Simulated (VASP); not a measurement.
# MgSi (P4/mmm) in VASP: notebook, part 2 of 2

VASP 6.6.1. The steps go on from the part before.

### 4 Single point, r2SCAN (strain -0.030 along x and y, +0.015 along z)

POSCAR reads:

```
MgSi
1.0
    2.8211421800      0.0000000000      0.0000000000
    0.0000000000      2.8211421800      0.0000000000
    0.0000000000      0.0000000000      4.1649784050
Mg Si
1 1
Direct
    0.0000000000      0.0000000000      0.0000000000
    0.5000000000      0.5000000000      0.5000000000
```

INCAR.step1 reads:

```
SYSTEM = MgSi
  PREC = Accurate
  ENCUT = 520
  ISMEAR = 0
  SIGMA = 0.15
  LREAL = .FALSE.
  LASPH = .TRUE.
  NELM = 60
  NBANDS = 10
  GGA = PE
  ALGO = Normal
  EDIFF = 1E-4
  LWAVE = .TRUE.
  LCHARG = .FALSE.
```

INCAR.step2 reads:

```
SYSTEM = MgSi
  PREC = Accurate
  ENCUT = 520
  EDIFF = 1E-6
  ISMEAR = 0
  SIGMA = 0.15
  LREAL = .FALSE.
  LASPH = .TRUE.
  NELM = 60
  ALGO = Normal
  ISIF = 2
  LWAVE = .FALSE.
  LCHARG = .TRUE.
  METAGGA = R2SCAN
  LMIXTAU = .TRUE.
  LELF = .TRUE.
  LVHAR = .TRUE.
  NBANDS = 10
  ISTART = 1
```

KPOINTS reads:

```
regular mesh
0
G
  16 16 12
  0 0 0
```

Run with:

```
$ cat potpaw_PBE.64/Mg/POTCAR potpaw_PBE.64/Si/POTCAR > POTCAR
$ cp INCAR.step1 INCAR
$ mpirun -np 1 vasp_std > vasp.out
$ cp INCAR.step2 INCAR
$ mpirun -np 1 vasp_std > vasp.out
```

It took 2.4 min on 1 thread of AMD EPYC 9R45 (Zen 5), shared host; peak memory 0.22 GiB.

The run converged. Its results:

```yaml
Free_energy: -12.5985 eV
Pressure: 1.1 GPa
Band_gap_on_the_k_mesh: zero (bands 3 and 4 overlap by 7.31 eV)
```

Stress tensor (GPa, compression positive):
```
 2.62  0.00  0.00
 0.00  2.62  0.00
 0.00  0.00 -2.06
```

Levels at points of the mesh, in eV from the Fermi level:
```tsv
k point	band 1	band 2	band 3	band 4	band 5	band 6
(0.00, 0.00, 0.00)	-12.37	-3.68	-1.58	5.28	5.28	5.94
(0.50, 0.00, 0.00)	-8.49	-6.47	-0.54	2.29	2.70	4.27
(0.50, 0.50, 0.00)	-4.24	-3.40	-3.40	0.73	2.90	5.58
(0.00, 0.00, 0.50)	-11.38	-7.95	5.72	5.72	7.21	7.30
(0.50, 0.00, 0.50)	-7.58	-5.60	-4.31	-1.60	8.47	10.19
(0.50, 0.50, 0.50)	-3.08	-2.70	-2.70	-0.68	1.34	1.34
```

Caveat: the cell differs from its parent crystal (strain -0.030 along x and y, +0.015 along z); the PAW data sets were made with another functional, which shifts forces and pressure a little.

### 5 Single point, r2SCAN (strain -0.030 along x and y, +0.030 along z)

Changes to POSCAR since step 4:

```diff
@@ -4,3 +4,3 @@
     0.0000000000      2.8211421800      0.0000000000
-    0.0000000000      0.0000000000      4.1649784050
+    0.0000000000      0.0000000000      4.2265298100
 Mg Si
```

INCAR.step1 reads:

```
PREC     = Accurate       # precision mode
ENCUT    = 520            # plane-wave cutoff, eV
ISMEAR   = 0              # smearing method
SIGMA    = 0.15           # smearing width, eV
LREAL    = F              # projectors in reciprocal space
LASPH    = T              # aspherical terms in the spheres
NELM     = 100            # most SCF steps
NBANDS   = 10             # bands
GGA      = PE             # functional
ALGO     = Normal         # electronic algorithm
EDIFF    = 1E-4           # SCF threshold, eV
LWAVE    = T              # write WAVECAR
LCHARG   = F              # write CHGCAR
```

INCAR.step2 reads:

```
PREC     = Accurate       # precision mode
ENCUT    = 520            # plane-wave cutoff, eV
EDIFF    = 1E-6           # SCF threshold, eV
ISMEAR   = 0              # smearing method
SIGMA    = 0.15           # smearing width, eV
LREAL    = F              # projectors in reciprocal space
LASPH    = T              # aspherical terms in the spheres
NELM     = 100            # most SCF steps
ALGO     = Normal         # electronic algorithm
ISIF     = 2              # what is computed and relaxed
LWAVE    = F              # write WAVECAR
LCHARG   = T              # write CHGCAR
METAGGA  = R2SCAN         # meta-GGA
LMIXTAU  = T            
LELF     = T              # ELF
LVHAR    = T            
NBANDS   = 10             # bands
ISTART   = 1
```

KPOINTS reads:

```
regular mesh
0
Gamma
  16 16 12
```

Potentials or basis: VASP PAW PBE potentials, release 64 (Mg, Si).

Run with:

```
$ cat potpaw_PBE.64/Mg/POTCAR potpaw_PBE.64/Si/POTCAR > POTCAR
$ cp INCAR.step1 INCAR
$ mpirun -np 1 vasp_std > vasp.out
$ cp INCAR.step2 INCAR
$ mpirun -np 1 vasp_std > vasp.out
```

OUTCAR:

```text
PREC = Accurate
   ENCUT = 520
   EDIFF = 1E-6
   ISMEAR = 0
   LREAL = F
   LASPH = T
   NELM = 100
   ISIF = 2
   METAGGA = R2SCAN
   ISTART = 1

 ion  position               nearest neighbor table
   1  0.000  0.000  0.000-   2 2.91   2 2.91   2 2.91   2 2.91   2 2.91   2 2.91   2 2.91   2 2.91

   2  0.500  0.500  0.500-   1 2.91   1 2.91   1 2.91   1 2.91   1 2.91   1 2.91   1 2.91   1 2.91

  LATTYP: Found a simple tetragonal cell.
 ALAT       =     2.8211421800
 C/A-ratio  =     1.4981626378

  Lattice vectors:

 A1 = (   2.8211421800,   0.0000000000,   0.0000000000)
 A2 = (   0.0000000000,   2.8211421800,   0.0000000000)
 A3 = (   0.0000000000,   0.0000000000,   4.2265298100)

Analysis of symmetry for initial positions (statically):
=====================================================================
 Subroutine PRICEL returns:
 Original cell was already a primitive cell.

 Routine SETGRP: Setting up the symmetry group for a
 simple tetragonal supercell.

 Subroutine GETGRP returns: Found 16 space group operations
 (whereof 16 operations were pure point group operations)
 out of a pool of 16 trial point group operations.
[... 172 lines left out ...]
  band No.  band energies     occupation
      1      -5.7307      2.00000
      2       2.7898      2.00000
      3       4.7853      2.00000
      4      11.9171      0.00000
      5      11.9171      0.00000
      6      12.5988      0.00000
      7      16.7365      0.00000
      8      20.0165      0.00000
      9      20.1563      0.00000
     10      20.1563      0.00000
[... 287 lines left out ...]
 k-point    24 :       0.5000    0.1250    0.0000
  band No.  band energies     occupation
      1      -1.5598      2.00000
      2       0.4546      2.00000
      3       6.2350      1.99725
      4       8.9050      0.00000
      5       9.4104      0.00000
      6      10.8656      0.00000
      7      11.9785      0.00000
      8      15.2519      0.00000
      9      20.2433      0.00000
     10      20.6049      0.00000

 [... further k-points ...]

------------------------ aborting loop because EDIFF is reached ----------------------------------------

  FORCE on cell =-STRESS in cart. coord.  units (eV):
  Direction    XX          YY          ZZ          XY          YZ          ZX
  --------------------------------------------------------------------------------------
  -------------------------------------------------------------------------------------
  Total        0.4560871      0.4560871     -0.9392030      0.0000000      0.0000000      0.0000000
  in kB       21.7232346     21.7232346    -44.7338375      0.0000000      0.0000000      0.0000000
  external PRESSURE =      -0.4291228 kB  Pullay stress =       0.0000000 kB

 VOLUME and BASIS-vectors are now :
 -----------------------------------------------------------------------------
  energy-cutoff  :      520.00
  volume of cell :       33.64
      direct lattice vectors                 reciprocal lattice vectors
     2.821142180  0.000000000  0.000000000     0.354466360  0.000000000  0.000000000
     0.000000000  2.821142180  0.000000000     0.000000000  0.354466360  0.000000000
     0.000000000  0.000000000  4.226529810     0.000000000  0.000000000  0.236600721

 POSITION                                       TOTAL-FORCE (eV/Angst)
 -----------------------------------------------------------------------------------
      0.00000      0.00000      0.00000         0.000000      0.000000      0.000000
      1.41057      1.41057      2.11326         0.000000      0.000000      0.000000
 -----------------------------------------------------------------------------------
    total drift:                               -0.000000     -0.000000     -0.000000

  FREE ENERGIE OF THE ION-ELECTRON SYSTEM (eV)
  ---------------------------------------------------
  free  energy   TOTEN  =       -12.5885299287 eV

  energy  without entropy=      -12.5840240759  energy(sigma->0) =      -12.58627700
```

OUTCAR.step1:

```text
PREC = Accurate
   ENCUT = 520
   ISMEAR = 0
   LREAL = F
   LASPH = T
[... 535 lines left out ...]
 -----------------------------------------------------------------------------------
      0.00000      0.00000      0.00000         0.000000      0.000000      0.000000
      1.41057      1.41057      2.11326         0.000000      0.000000      0.000000
 -----------------------------------------------------------------------------------
    total drift:                               -0.000000     -0.000000     -0.000000

  FREE ENERGIE OF THE ION-ELECTRON SYSTEM (eV)
  ---------------------------------------------------
  free  energy   TOTEN  =        -6.6915539764 eV

  energy  without entropy=       -6.6864985500  energy(sigma->0) =       -6.68902626
```

Run time: 2.4 min. Hardware: 1 thread of AMD EPYC 9R45 (Zen 5), shared host; peak memory 0.22 GiB.

What came out:

```yaml
Free_energy: -12.5885 eV
Pressure: 0.0 GPa
Band_gap_on_the_k_mesh: zero (bands 3 and 4 overlap by 7.36 eV)
```

Levels at points of the mesh, in eV from the Fermi level:
```csv
k point,band 1,band 2,band 3,band 4,band 5,band 6
"(0.00, 0.00, 0.00)",-12.28,-3.76,-1.77,5.36,5.36,6.05
"(0.50, 0.00, 0.00)",-8.41,-6.37,-0.60,2.10,2.60,4.06
"(0.50, 0.50, 0.00)",-4.15,-3.31,-3.31,0.83,2.85,5.54
"(0.00, 0.00, 0.50)",-11.34,-7.91,5.77,5.77,6.86,7.26
"(0.50, 0.00, 0.50)",-7.55,-5.54,-4.24,-1.59,8.51,9.77
"(0.50, 0.50, 0.50)",-3.07,-2.64,-2.64,-0.58,1.38,1.38
```

Caveat: the cell differs from its parent crystal (strain -0.030 along x and y, +0.030 along z); the PAW data sets were made with another functional, which shifts forces and pressure a little.

### 6 Summary

| cell | gap on the mesh (eV) | pressure (GPa) |
| --- | --- | --- |
| a = 2.821, b = 2.821, c = 4.042 Å, 2 atoms | none | 3.6 |
| a = 2.821, b = 2.821, c = 4.103 Å, 2 atoms | none | 2.3 |
| a = 2.821, b = 2.821, c = 4.165 Å, 2 atoms | none | 1.1 |
| a = 2.821, b = 2.821, c = 4.227 Å, 2 atoms | none | 0.0 |

Alike in all rows: task single point; level r2SCAN; potentials or basis VASP PAW PBE potentials, release 64 (Mg, Si); no spin polarisation; k mesh 16 × 16 × 12; cutoff (eV) 520; smearing gaussian 0.15 eV.

Caveats: the PAW data sets were made with another functional, which shifts forces and pressure a little; the cell stands under pressure (at least some runs).

Absolute energies hang on the potentials; compare differences alone.
